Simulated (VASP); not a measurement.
# Cu2SiIrS4 (I-42m) in VASP: single point with r2SCAN

Aim: the single point of Cu2SiIrS4 with r2SCAN.

Everything below comes from runs of VASP 6.6.1. Logs are shortened: lines on timing, memory, paths and dates and some standing lists are left out, and cuts for length are marked.

## (1) The cell of the first run

It takes space group I-42m (No. 121, tetragonal). The conventional cell has a = 5.368 Å, b = 5.368 Å, c = 9.769 Å, α = 90.00°, β = 90.00°, γ = 90.00°. Within 3.0 Å of Ir (site symmetry -42m) lie 4 S at 2.30 Å. Within 2.8 Å of Si (site symmetry -42m) lie 4 S at 2.15 Å. Within 3.0 Å of Cu (site symmetry -4) lie 4 S at 2.29 Å. S (site symmetry m) has 1 Si at 2.15 Å and 2 Cu at 2.29 Å and 1 Ir at 2.30 Å within 2.8 Å.

## (2) Single point, r2SCAN

Input file POSCAR:

```
Cu2SiIrS4
1.0
    0.0000000000      5.3678414929     -0.0000000026
    5.3678414929      0.0000000000     -0.0000000026
    2.6839207441      2.6839207441     -4.8844229389
Ir Si Cu S
1 1 2 4
Direct
    0.0000000000      0.0000000000      0.0000000000
    0.5000000000      0.5000000000      0.0000000000
    0.7500000000      0.2500000000      0.5000000000
    0.2500000000      0.7500000000      0.5000000000
    0.3808265565      0.3808265565      0.7618621526
    0.6191734435      0.1426887092      0.2381378474
    0.8573112908      0.8573112908      0.7618621526
    0.1426887092      0.6191734435      0.2381378474
```

Input file INCAR.step1:

```
ALGO = Normal
EDIFF = 1E-5
ENCUT = 660
GGA = PE
GGA_COMPAT = F
ISMEAR = 1
LASPH = T
LCHARG = F
LREAL = F
LWAVE = T
NBANDS = 40
NELM = 120
PREC = Accurate
SIGMA = 0.2261
```

Input file INCAR.step2:

```
ALGO = Normal
EDIFF = 1E-6
ENCUT = 660
GGA_COMPAT = F
ISIF = 2
ISMEAR = 1
ISTART = 1
LASPH = T
LCHARG = F
LMIXTAU = T
LREAL = F
LWAVE = F
METAGGA = R2SCAN
NBANDS = 40
NELM = 120
PREC = Accurate
SIGMA = 0.2261
```

Input file KPOINTS:

```
k-points
0
Gamma
  6 6 6
```

Potentials or basis: VASP PAW PBE potentials, release 64 (Ir, Si, Cu, S).

On the command line:

```
cat potpaw_PBE.64/Ir/POTCAR potpaw_PBE.64/Si/POTCAR potpaw_PBE.64/Cu/POTCAR potpaw_PBE.64/S/POTCAR > POTCAR
cp INCAR.step1 INCAR
mpirun -np 1 vasp_std > vasp.out
cp INCAR.step2 INCAR
mpirun -np 1 vasp_std > vasp.out
```

OUTCAR:

```text
EDIFF = 1E-6
   ENCUT = 660
   ISIF = 2
   ISMEAR = 1
   ISTART = 1
   LASPH = T
   LREAL = F
   METAGGA = R2SCAN
   NELM = 120
   PREC = Accurate

 ion  position               nearest neighbor table
   1  0.000  0.000  0.000-   5 2.30   6 2.30   8 2.30   7 2.30
   2  0.500  0.500  0.000-   7 2.15   6 2.15   8 2.15   5 2.15
   3  0.750  0.250  0.500-   6 2.29   5 2.29   7 2.29   8 2.29
   4  0.250  0.750  0.500-   8 2.29   5 2.29   7 2.29   6 2.29
   5  0.381  0.381  0.762-   2 2.15   3 2.29   4 2.29   1 2.30
   6  0.619  0.143  0.238-   2 2.15   3 2.29   4 2.29   1 2.30
   7  0.857  0.857  0.762-   2 2.15   3 2.29   4 2.29   1 2.30
   8  0.143  0.619  0.238-   2 2.15   4 2.29   3 2.29   1 2.30

  LATTYP: Found a body centered tetragonal cell.
 ALAT       =     5.3678414929
 C/A-ratio  =     1.8198834458

  Lattice vectors:

 A1 = (  -2.6839207441,   2.6839207488,   4.8844229363)
 A2 = (   2.6839207488,  -2.6839207441,   4.8844229363)
 A3 = (   2.6839207441,   2.6839207441,  -4.8844229389)

Analysis of symmetry for initial positions (statically):
=====================================================================
 Subroutine PRICEL returns:
 Original cell was already a primitive cell.

 Routine SETGRP: Setting up the symmetry group for a
 body centered tetragonal supercell.

 Subroutine GETGRP returns: Found  8 space group operations
 (whereof  8 operations were pure point group operations)
 out of a pool of 16 trial point group operations.

The static configuration has the point symmetry D_2d.

Analysis of symmetry for dynamics (positions and initial velocities):
=====================================================================
 Subroutine PRICEL returns:
 Original cell was already a primitive cell.

 Routine SETGRP: Setting up the symmetry group for a
 body centered tetragonal supercell.

 Subroutine GETGRP returns: Found  8 space group operations
 (whereof  8 operations were pure point group operations)
 out of a pool of 16 trial point group operations.

The dynamic configuration has the point symmetry D_2d.

 Subroutine INISYM returns: Found  8 space group operations
 (whereof  8 operations are pure point group operations),
 and found     1 'primitive' translations

----------------------------------------------------------------------------------------

                                     Primitive cell

  volume of cell :     140.7384

  direct lattice vectors                    reciprocal lattice vectors
     0.000000000  5.367841493 -0.000000003     0.000000000  0.186294622  0.102366238
     5.367841493  0.000000000 -0.000000003     0.186294622  0.000000000  0.102366238
     2.683920744  2.683920744 -4.884422939    -0.000000000 -0.000000000 -0.204732476

  length of vectors
     5.367841493  5.367841493  6.185826426     0.212566537  0.212566537  0.204732476

  position of ions in fractional coordinates (direct lattice)
     0.000000000  0.000000000  0.000000000
     0.500000000  0.500000000  1.000000000
     0.750000000  0.250000000  0.500000000
     0.250000000  0.750000000  0.500000000
     0.380826556  0.380826556  0.761862153
     0.619173444  0.142688709  0.238137847
     0.857311291  0.857311291  0.761862153
     0.142688709  0.619173444  0.238137847

  ion indices of the primitive-cell ions
   primitive index   ion index
                 1           1
                 2           2
                 3           3
                 4           4
                 5           5
                 6           6
                 7           7
                 8           8

----------------------------------------------------------------------------------------

 KPOINTS: k-points

Automatic generation of k-mesh.
 Grid dimensions read from file:
 generate k-points for:    6    6    6

 Generating k-lattice:

  Cartesian coordinates                     Fractional coordinates (reciprocal lattice)
     0.000000000  0.031049104  0.017061040     0.166666667  0.000000000  0.000000000
     0.031049104  0.000000000  0.017061040     0.000000000  0.166666667  0.000000000
    -0.000000000 -0.000000000 -0.034122079    -0.000000000 -0.000000000  0.166666667

  Length of vectors
     0.035427756  0.035427756  0.034122079

  Shift w.r.t. Gamma in fractional coordinates (k-lattice)
     0.000000000  0.000000000  0.000000000

 Subroutine IBZKPT returns following result:
 ===========================================

 Found     30 irreducible k-points:

 Following reciprocal coordinates:
            Coordinates               Weight
  0.000000  0.000000  0.000000      1.000000
  0.166667 -0.000000  0.000000      8.000000
  0.333333  0.000000  0.000000      8.000000
  0.500000  0.000000  0.000000      4.000000
  0.166667  0.166667  0.000000      8.000000
  0.333333  0.166667  0.000000     16.000000
[... 16 lines left out ...]
 -0.333333 -0.333333  0.166667      4.000000
 -0.166667 -0.333333  0.166667     16.000000
 [... further k-points ...]
   k-points           NKPTS =     30   k-points in BZ     NKDIM =     30   number of bands    NBANDS=     40
   number of dos      NEDOS =    301   number of ions     NIONS =      8
   total plane-waves  NPLWV = 124416
   dimension x,y,z NGX =    48 NGY =   48 NGZ =   54
   dimension x,y,z NGXF=    96 NGYF=   96 NGZF=  108
   ions per type =               1   1   2   4
   NGX,Y,Z   is equivalent  to a cutoff of  14.87, 14.87, 14.51 a.u.
   NGXF,Y,Z  is equivalent  to a cutoff of  29.73, 29.73, 29.03 a.u.
 SYSTEM =  unknown system
   PREC   = accura    normal or accurate (medium, high low for compatibility)
   ISTART =      1    job   : 0-new  1-cont  2-samecut
   ICHARG =      0    charge: 1-file 2-atom 10-const
   ISPIN  =      1    spin polarized calculation?
   LNONCOLLINEAR =      F non collinear calculations
   LSORBIT =      F    spin-orbit coupling
   LASPH  =      T    aspherical Exc in radial PAW
   ENCUT  =  660.0 eV  48.51 Ry    6.96 a.u.  11.24 11.24 12.96*2*pi/ulx,y,z
   NELM   =    120;   NELMIN=  2; NELMDL=  0     # of ELM steps
   EDIFF  = 0.1E-05   stopping-criterion for ELM
   LREAL  =      F    real-space projection
   EDIFFG = 0.1E-04   stopping-criterion for IOM
   NSW    =      0    number of steps for IOM
   IBRION =     -1    ionic relax: 0-MD 1-quasi-New 2-CG
   NFREE  =      0    steps in history (QN), initial steepest desc. (CG)
   ISIF   =      2    stress and relaxation
   ISYM   =      2    0-nonsym 1-usesym 2-fastsym
   POTIM  = 0.5000    time-step for ionic-motion
   TEBEG  =    0.0;   TEEND  =   0.0 temperature during run
   PSTRESS=    0.0 pullay stress
   NELECT =      59.0000    total number of electrons
   NUPDOWN=      -1.0000    fix difference up-down
   EMIN   =  10.00;   EMAX   =-10.00  energy-range for DOS
   EFERMI =   0.00;   METHOD = LEGACY
   ISMEAR =     1;   SIGMA  =   0.23  broadening in eV -4-tet -1-fermi 0-gaus
   EFERMI_NEDOS =   21; number of points for ismear=-14 and -15
   IALGO  =     38    algorithm
   IMIX   =      4    mixing-type and parameters
     AMIX     =   0.40;   BMIX     =  1.00
     AMIX_MAG =   1.60;   BMIX_MAG =  1.00
  volume/ion in A,a.u.               =      17.59       118.72
  Fermi-wavevector in a.u.,A,eV,Ry     =   1.225240  2.315369 20.425255  1.501214
  Thomas-Fermi vector in A             =   2.360286
   LORBIT       =      0    0 simple, 1 ext, 2 COOP (PROOUT), +10 PAW based schemes
   METAGGA = R2SCAN    functional components
   LHFCALC =     F    Hartree Fock is set to
   AEXX    =    0.0000 exact exchange contribution
   IVDW    =     0    specifies the selected vdW correction
   LEPSILON=     F    determine dielectric tensor
   LRPA    =     F    only Hartree local field effects (RPA)
 non-spin polarized calculation
 Methfessel and Paxton  Order N= 1 SIGMA  =   0.23
  energy-cutoff  :      660.00
  volume of cell :      140.74
 maximum number of plane-waves:      5442
 NGX is ok and might be reduce to    48
   NGX = 23   NGY = 23   NGZ = 25

 number of electron      59.0000005 magnetization

 Free energy of the ion-electron system (eV)
  ---------------------------------------------------
  ext. energy  EPLUGINS =         0.00000000
  ---------------------------------------------------
  free energy    TOTEN  =      -117.23079766 eV

  energy without entropy =     -117.22773720  energy(sigma->0) =     -117.22977751

 E-fermi :   6.0430     XC(G=0): -11.0200

 val. band max:        6.0354912272   @ k =   0.5000   0.5000   0.1667
 cond. band min:       6.0495671987   @ k =   0.5000   0.3333   0.1667
 fundamental gap:      0.0140759715
 Fermi energy:         6.0429572815

 k-point     1 :       0.0000    0.0000    0.0000
  band No.  band energies     occupation
      1     -10.4213      2.00000
      2      -8.5228      2.00000
      3      -8.5228      2.00000
      4      -8.3697      2.00000
      5      -3.2715      2.00000
      6      -0.7860      2.00000
[... 32 lines left out ...]
     39      12.2086      0.00000
     40      12.2086      0.00000

 k-point     2 :       0.1667   -0.0000    0.0000
  band No.  band energies     occupation
      1     -10.3210      2.00000
      2      -8.6228      2.00000
      3      -8.5551      2.00000
      4      -8.4092      2.00000
      5      -3.2061      2.00000
      6      -0.7135      2.00000
[... 32 lines left out ...]
     39      12.2888      0.00000
     40      12.3751      0.00000

 k-point     3 :       0.3333    0.0000    0.0000
  band No.  band energies     occupation
      1     -10.0591      2.00000
      2      -8.9029      2.00000
      3      -8.6088      2.00000
      4      -8.4834      2.00000
      5      -3.0485      2.00000
      6      -0.7833      2.00000
[... 853 lines left out ...]
  band No.  band energies     occupation
      1      -9.7303      2.00000
      2      -8.8736      2.00000
      3      -8.7816      2.00000
      4      -8.7761      2.00000
      5      -2.9281      2.00000
      6      -1.2965      2.00000
[... 32 lines left out ...]
     39      12.6508      0.00000
     40      12.6589      0.00000

 k-point    24 :      -0.1667   -0.3333    0.1667
  band No.  band energies     occupation
      1      -9.8114      2.00000
      2      -8.9431      2.00000
      3      -8.8140      2.00000
      4      -8.5884      2.00000
      5      -2.9670      2.00000
      6      -1.0353      2.00000
[... 32 lines left out ...]
     39      12.5359      0.00000
     40      12.7625      0.00000

 [... further k-points ...]

------------------------ aborting loop because EDIFF is reached ----------------------------------------

  FORCE on cell =-STRESS in cart. coord.  units (eV):
  Direction    XX          YY          ZZ          XY          YZ          ZX
  --------------------------------------------------------------------------------------
  -------------------------------------------------------------------------------------
  Total        0.1700678      0.1700678      0.1396685      0.0000000     -0.0000000     -0.0000000
  in kB        1.9360655      1.9360655      1.5899978      0.0000000     -0.0000000     -0.0000000
  external PRESSURE =       1.8207096 kB  Pullay stress =       0.0000000 kB

 VOLUME and BASIS-vectors are now :
 -----------------------------------------------------------------------------
  energy-cutoff  :      660.00
  volume of cell :      140.74
      direct lattice vectors                 reciprocal lattice vectors
     0.000000000  5.367841493 -0.000000003     0.000000000  0.186294622  0.102366238
     5.367841493  0.000000000 -0.000000003     0.186294622  0.000000000  0.102366238
     2.683920744  2.683920744 -4.884422939    -0.000000000 -0.000000000 -0.204732476

 POSITION                                       TOTAL-FORCE (eV/Angst)
 -----------------------------------------------------------------------------------
      0.00000      0.00000      0.00000         0.000000      0.000000      0.000000
      2.68392      2.68392     -0.00000         0.000000      0.000000     -0.000000
      2.68392      5.36784     -2.44221         0.000000      0.000000      0.000000
      5.36784      2.68392     -2.44221         0.000000     -0.000000      0.000000
      4.08899      4.08899     -3.72126         0.050923      0.050923      0.017858
      1.40507      3.96277     -1.16317         0.050923     -0.050923     -0.017858
      6.64669      6.64669     -3.72126        -0.050923     -0.050923      0.017858
      3.96277      1.40507     -1.16317        -0.050923      0.050923     -0.017858
 -----------------------------------------------------------------------------------
    total drift:                               -0.000200     -0.000200     -0.000058

  FREE ENERGIE OF THE ION-ELECTRON SYSTEM (eV)
  ---------------------------------------------------
  free  energy   TOTEN  =      -117.2307976613 eV

  energy  without entropy=     -117.2277371987  energy(sigma->0) =     -117.22977751
```

It took 12 min on 1 thread of Intel Xeon Platinum 8488C (Sapphire Rapids), shared host; peak memory 0.52 GiB.

Results:

| Property | Result |
| --- | --- |
| Free energy | -117.2308 eV |
| Pressure | 0.2 GPa |
| Largest force | 0.074 eV/Å |
| Band gap on the k mesh | zero (an odd number of electrons rules out a gap without spin polarisation) |

Forces in eV/Å, atoms in the order of the input:
```
Ir   0.000  0.000  0.000
Si   0.000  0.000  0.000
Cu   0.000  0.000  0.000
Cu   0.000  0.000  0.000
S    0.051  0.051  0.018
S    0.051 -0.051 -0.018
S   -0.051 -0.051  0.018
S   -0.051  0.051 -0.018
```

Levels at points of the mesh, in eV from the Fermi level:
```
           k point  band 27  band 28  band 29  band 30  band 31  band 32  band 33  band 34
(0.00, 0.00, 0.00)    -1.59    -0.94     0.55     0.55     0.90     1.98     2.25     3.50
(0.50, 0.00, 0.00)    -1.29    -1.02    -0.61    -0.36     0.70     3.55     3.70     3.91
(0.50, 0.50, 0.00)    -1.17    -0.05     0.14     0.27     0.29     2.23     3.03     3.33
(0.00, 0.00, 0.50)    -1.24    -1.21    -0.48    -0.48     0.62     2.98     3.35     3.50
```

Caveat: the PAW data sets were made with another functional, which shifts forces and pressure a little; spin-orbit coupling is left out, which moves the levels of the heavy elements.
